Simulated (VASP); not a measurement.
# Mo3H (I4/mmm) in VASP: single point with PBE

Aim: the single point of Mo3H with PBE.

Program: VASP 6.6.1. These are calculated values, not measurements. Logs are shortened: lines on timing, memory, paths and dates and some standing lists are left out, and cuts for length are marked.

## 1. The cell of the first run

It takes space group I4/mmm (No. 139, tetragonal). The conventional cell has a = 3.128 Å, b = 3.128 Å, c = 10.269 Å, α = 90.00°, β = 90.00°, γ = 90.00°. Within 2.5 Å of H (site symmetry 4/mmm) lie 6 Mo at 1.85 to 2.21 Å. Mo (site symmetry 4mm) has 1 H at 1.85 Å within 2.5 Å. Within 2.9 Å of Mo (site symmetry 4/mmm) lie 4 H at 2.21 Å and 8 Mo at 2.89 Å.

## 2. Single point, PBE

INCAR

```
PREC = Accurate
ENCUT = 520
EDIFF = 1E-7
ISMEAR = 0
SIGMA = 0.2
LREAL = F
LASPH = T
NELM = 80
ALGO = Normal
ISIF = 2
LWAVE = F
LCHARG = F
GGA = PE
NBANDS = 30
```

KPOINTS

```
Automatic mesh
0
Gamma
  8 8 8
```

POSCAR

```
Mo3H
1.0
   -1.5637786970      1.5637786970      5.1344407207
    1.5637786970     -1.5637786970      5.1344407207
    1.5637786970      1.5637786970     -5.1344407207
H Mo
1 3
Direct
    0.5000000000      0.5000000000      0.0000000000
    0.6805135108      0.6805135108      0.0000000000
    0.3194864892      0.3194864892      0.0000000000
    0.0000000000      0.0000000000      0.0000000000
```

Potentials or basis: VASP PAW PBE potentials, release 64 (H, Mo_sv).

On the command line:

```console
$ cat potpaw_PBE.64/H/POTCAR potpaw_PBE.64/Mo_sv/POTCAR > POTCAR
$ mpirun -np 1 vasp_std > vasp.out
```

OUTCAR:

```text
PREC = Accurate
   ENCUT = 520
   EDIFF = 1E-7
   ISMEAR = 0
   LREAL = F
   LASPH = T
   NELM = 80
   ISIF = 2
   GGA = PE

 ion  position               nearest neighbor table
   1  0.500  0.500  0.000-   2 1.85   3 1.85
   2  0.681  0.681  0.000-   1 1.85   3 2.63   3 2.63   3 2.63   3 2.63   4 2.89   4 2.89   4 2.89
                             4 2.89   4 3.28
   3  0.319  0.319  0.000-   1 1.85   2 2.63   2 2.63   2 2.63   2 2.63   4 2.89   4 2.89   4 2.89
                             4 2.89   4 3.28
   4  0.000  0.000  0.000-   2 2.89   2 2.89   2 2.89   3 2.89   2 2.89   3 2.89   3 2.89   3 2.89
                             2 3.28   3 3.28

  LATTYP: Found a body centered tetragonal cell.
 ALAT       =     3.1275573940
 C/A-ratio  =     3.2833550748

  Lattice vectors:

 A1 = (  -1.5637786970,   1.5637786970,   5.1344407207)
 A2 = (   1.5637786970,  -1.5637786970,   5.1344407207)
 A3 = (   1.5637786970,   1.5637786970,  -5.1344407207)

Analysis of symmetry for initial positions (statically):
=====================================================================
 Subroutine PRICEL returns:
 Original cell was already a primitive cell.

 Routine SETGRP: Setting up the symmetry group for a
 body centered tetragonal supercell.

 Subroutine GETGRP returns: Found 16 space group operations
 (whereof 16 operations were pure point group operations)
 out of a pool of 16 trial point group operations.

The static configuration has the point symmetry D_4h.

Analysis of symmetry for dynamics (positions and initial velocities):
=====================================================================
 Subroutine PRICEL returns:
 Original cell was already a primitive cell.

 Routine SETGRP: Setting up the symmetry group for a
 body centered tetragonal supercell.

 Subroutine GETGRP returns: Found 16 space group operations
 (whereof 16 operations were pure point group operations)
 out of a pool of 16 trial point group operations.

The dynamic configuration has the point symmetry D_4h.

 Subroutine INISYM returns: Found 16 space group operations
 (whereof 16 operations are pure point group operations),
 and found     1 'primitive' translations

----------------------------------------------------------------------------------------

                                     Primitive cell

  volume of cell :      50.2231

  direct lattice vectors                    reciprocal lattice vectors
    -1.563778697  1.563778697  5.134440721     0.000000000  0.319738337  0.097381590
     1.563778697 -1.563778697  5.134440721     0.319738337  0.000000000  0.097381590
     1.563778697  1.563778697 -5.134440721     0.319738337  0.319738337  0.000000000

  length of vectors
     5.590464126  5.590464126  5.590464126     0.334239103  0.334239103  0.452178293

  position of ions in fractional coordinates (direct lattice)
     0.500000000  0.500000000  0.000000000
     0.680513511  0.680513511  0.000000000
     0.319486489  0.319486489  0.000000000
     0.000000000  0.000000000  0.000000000

  ion indices of the primitive-cell ions
   primitive index   ion index
                 1           1
                 2           2
                 3           3
                 4           4

----------------------------------------------------------------------------------------

 KPOINTS: Automatic mesh

Automatic generation of k-mesh.
 Grid dimensions read from file:
 generate k-points for:    8    8    8

 Generating k-lattice:

  Cartesian coordinates                     Fractional coordinates (reciprocal lattice)
     0.000000000  0.039967292  0.012172699     0.125000000 -0.000000000  0.000000000
     0.039967292  0.000000000  0.012172699    -0.000000000  0.125000000  0.000000000
     0.039967292  0.039967292  0.000000000     0.000000000  0.000000000  0.125000000

  Length of vectors
     0.041779888  0.041779888  0.056522287

  Shift w.r.t. Gamma in fractional coordinates (k-lattice)
     0.000000000  0.000000000  0.000000000

 Subroutine IBZKPT returns following result:
 ===========================================

 Found     59 irreducible k-points:

 Following reciprocal coordinates:
            Coordinates               Weight
  0.000000  0.000000  0.000000      1.000000
  0.125000  0.000000  0.000000      8.000000
  0.250000  0.000000  0.000000      8.000000
  0.375000  0.000000  0.000000      8.000000
  0.500000  0.000000  0.000000      4.000000
  0.125000  0.125000  0.000000      8.000000
[... 16 lines left out ...]
  0.250000  0.125000  0.125000     16.000000
  0.375000  0.125000  0.125000      8.000000
 [... further k-points ...]
   k-points           NKPTS =     59   k-points in BZ     NKDIM =     59   number of bands    NBANDS=     30
   number of dos      NEDOS =    301   number of ions     NIONS =      4
   total plane-waves  NPLWV =  74088
   dimension x,y,z NGX =    42 NGY =   42 NGZ =   42
   dimension x,y,z NGXF=    84 NGYF=   84 NGZF=   84
   ions per type =               1   3
   NGX,Y,Z   is equivalent  to a cutoff of  12.49, 12.49, 12.49 a.u.
   NGXF,Y,Z  is equivalent  to a cutoff of  24.98, 24.98, 24.98 a.u.
 SYSTEM =  unknown system
   PREC   = accura    normal or accurate (medium, high low for compatibility)
   ISTART =      0    job   : 0-new  1-cont  2-samecut
   ICHARG =      2    charge: 1-file 2-atom 10-const
   ISPIN  =      1    spin polarized calculation?
   LNONCOLLINEAR =      F non collinear calculations
   LSORBIT =      F    spin-orbit coupling
   LASPH  =      T    aspherical Exc in radial PAW
   ENCUT  =  520.0 eV  38.22 Ry    6.18 a.u.  10.39 10.39 10.39*2*pi/ulx,y,z
   NELM   =     80;   NELMIN=  2; NELMDL= -5     # of ELM steps
   EDIFF  = 0.1E-06   stopping-criterion for ELM
   LREAL  =      F    real-space projection
   EDIFFG = 0.1E-05   stopping-criterion for IOM
   NSW    =      0    number of steps for IOM
   IBRION =     -1    ionic relax: 0-MD 1-quasi-New 2-CG
   NFREE  =      0    steps in history (QN), initial steepest desc. (CG)
   ISIF   =      2    stress and relaxation
   ISYM   =      2    0-nonsym 1-usesym 2-fastsym
   POTIM  = 0.5000    time-step for ionic-motion
   TEBEG  =    0.0;   TEEND  =   0.0 temperature during run
   PSTRESS=    0.0 pullay stress
   NELECT =      43.0000    total number of electrons
   NUPDOWN=      -1.0000    fix difference up-down
   EMIN   =  10.00;   EMAX   =-10.00  energy-range for DOS
   EFERMI =   0.00;   METHOD = LEGACY
   ISMEAR =     0;   SIGMA  =   0.20  broadening in eV -4-tet -1-fermi 0-gaus
   EFERMI_NEDOS =   21; number of points for ismear=-14 and -15
   IALGO  =     38    algorithm
   IMIX   =      4    mixing-type and parameters
     AMIX     =   0.40;   BMIX     =  1.00
     AMIX_MAG =   1.60;   BMIX_MAG =  1.00
  volume/ion in A,a.u.               =      12.56        84.73
  Fermi-wavevector in a.u.,A,eV,Ry     =   1.554520  2.937617 32.878934  2.416533
  Thomas-Fermi vector in A             =   2.658594
   LORBIT       =      0    0 simple, 1 ext, 2 COOP (PROOUT), +10 PAW based schemes
   GGA     = PE    functional components
   LHFCALC =     F    Hartree Fock is set to
   AEXX    =    0.0000 exact exchange contribution
   IVDW    =     0    specifies the selected vdW correction
   LEPSILON=     F    determine dielectric tensor
   LRPA    =     F    only Hartree local field effects (RPA)
 non-spin polarized calculation
 Gauss-broadening in eV      SIGMA  =   0.20
  energy-cutoff  :      520.00
  volume of cell :       50.22
 maximum number of plane-waves:      1372
 NGX is ok and might be reduce to    42
   NGX = 21   NGY = 21   NGZ = 21

 number of electron      43.0000001 magnetization

 Free energy of the ion-electron system (eV)
  ---------------------------------------------------
  ext. energy  EPLUGINS =         0.00000000
  ---------------------------------------------------
  free energy    TOTEN  =       -35.56768904 eV

  energy without entropy =      -35.51588102  energy(sigma->0) =      -35.54178503

 E-fermi :  11.9405     XC(G=0): -13.1849

 val. band max:       11.9182103170   @ k =  -0.2500  -0.2500   0.1250
 cond. band min:      11.9486707949   @ k =  -0.1250   0.2500   0.1250
 fundamental gap:      0.0304604779
 Fermi energy:        11.9405270875

 k-point     1 :       0.0000    0.0000    0.0000
  band No.  band energies     occupation
      1     -49.3462      2.00000
      2     -49.1657      2.00000
      3     -48.8981      2.00000
      4     -23.5724      2.00000
      5     -23.5229      2.00000
      6     -23.3643      2.00000
[... 22 lines left out ...]
     29      14.8959      0.00000
     30      16.8046      0.00000

 k-point     2 :       0.1250    0.0000    0.0000
  band No.  band energies     occupation
      1     -49.3313      2.00000
      2     -49.1621      2.00000
      3     -48.9070      2.00000
      4     -23.6636      2.00000
      5     -23.6277      2.00000
      6     -23.3502      2.00000
[... 22 lines left out ...]
     29      15.4940      0.00000
     30      17.3244      0.00000

 k-point     3 :       0.2500    0.0000    0.0000
  band No.  band energies     occupation
      1     -49.2961      2.00000
      2     -49.1464      2.00000
      3     -48.9349      2.00000
      4     -23.7793      2.00000
      5     -23.7691      2.00000
      6     -23.3053      2.00000
[... 22 lines left out ...]
     29      15.9543      0.00000
     30      17.7581      0.00000

 k-point     4 :       0.3750    0.0000    0.0000
  band No.  band energies     occupation
      1     -49.2653      2.00000
      2     -49.1066      2.00000
      3     -48.9825      2.00000
      4     -23.9034      2.00000
      5     -23.7780      2.00000
      6     -23.4109      2.00000
[... 616 lines left out ...]
     29      17.3360      0.00000
     30      19.5123      0.00000

 k-point    23 :       0.2500    0.1250    0.1250
  band No.  band energies     occupation
      1     -49.2506      2.00000
      2     -49.0794      2.00000
      3     -48.9902      2.00000
      4     -23.7629      2.00000
      5     -23.7303      2.00000
      6     -23.5957      2.00000
[... 22 lines left out ...]
     29      17.3905      0.00000
     30      19.0985      0.00000

 k-point    24 :       0.3750    0.1250    0.1250
  band No.  band energies     occupation
      1     -49.2439      2.00000
      2     -49.0342      2.00000
      3     -49.0323      2.00000
      4     -23.7942      2.00000
      5     -23.7539      2.00000
      6     -23.6835      2.00000
[... 22 lines left out ...]
     29      17.0747      0.00000
     30      17.7905      0.00000

 [... further k-points ...]
[... 5 lines left out ...]
  --------------------------------------------------------------------------------------
  -------------------------------------------------------------------------------------
  Total        0.0938925      0.0938925      0.1541971      0.0000000      0.0000000      0.0000000
  in kB        2.9952832      2.9952832      4.9190707      0.0000000      0.0000000      0.0000000
  external PRESSURE =       3.6365457 kB  Pullay stress =       0.0000000 kB

 VOLUME and BASIS-vectors are now :
 -----------------------------------------------------------------------------
  energy-cutoff  :      520.00
  volume of cell :       50.22
      direct lattice vectors                 reciprocal lattice vectors
    -1.563778697  1.563778697  5.134440721     0.000000000  0.319738337  0.097381590
     1.563778697 -1.563778697  5.134440721     0.319738337  0.000000000  0.097381590
     1.563778697  1.563778697 -5.134440721     0.319738337  0.319738337  0.000000000

 POSITION                                       TOTAL-FORCE (eV/Angst)
 -----------------------------------------------------------------------------------
      0.00000      0.00000      5.13444        -0.000000     -0.000000     -0.000000
      0.00000      0.00000      6.98811        -0.000000     -0.000000     -0.007668
      0.00000      0.00000      3.28077         0.000000      0.000000      0.007668
      0.00000      0.00000      0.00000        -0.000000     -0.000000     -0.000000
 -----------------------------------------------------------------------------------
    total drift:                               -0.000000     -0.000000      0.000000

  FREE ENERGIE OF THE ION-ELECTRON SYSTEM (eV)
  ---------------------------------------------------
  free  energy   TOTEN  =       -35.5676890361 eV

  energy  without entropy=      -35.5158810224  energy(sigma->0) =      -35.54178503
```

Run time: 1.8 min. Hardware: 1 thread of Intel Xeon 6975P-C (Granite Rapids), shared host; peak memory 0.28 GiB.

What came out:

```
Free energy            : -35.5677 eV
Pressure               : 0.4 GPa
Largest force          : 0.008 eV/Å
Band gap on the k mesh : zero (an odd number of electrons rules out a gap without spin polarisation)
```

Forces in eV/Å, atoms in the order of the input:
```
H    0.000  0.000  0.000
Mo   0.000  0.000 -0.008
Mo   0.000  0.000  0.008
Mo   0.000  0.000  0.000
```

Stress tensor (GPa, compression positive):
```
0.30 0.00 0.00
0.00 0.30 0.00
0.00 0.00 0.49
```

The gap in the log of VASP goes by the Fermi energy; the results here count the filled bands.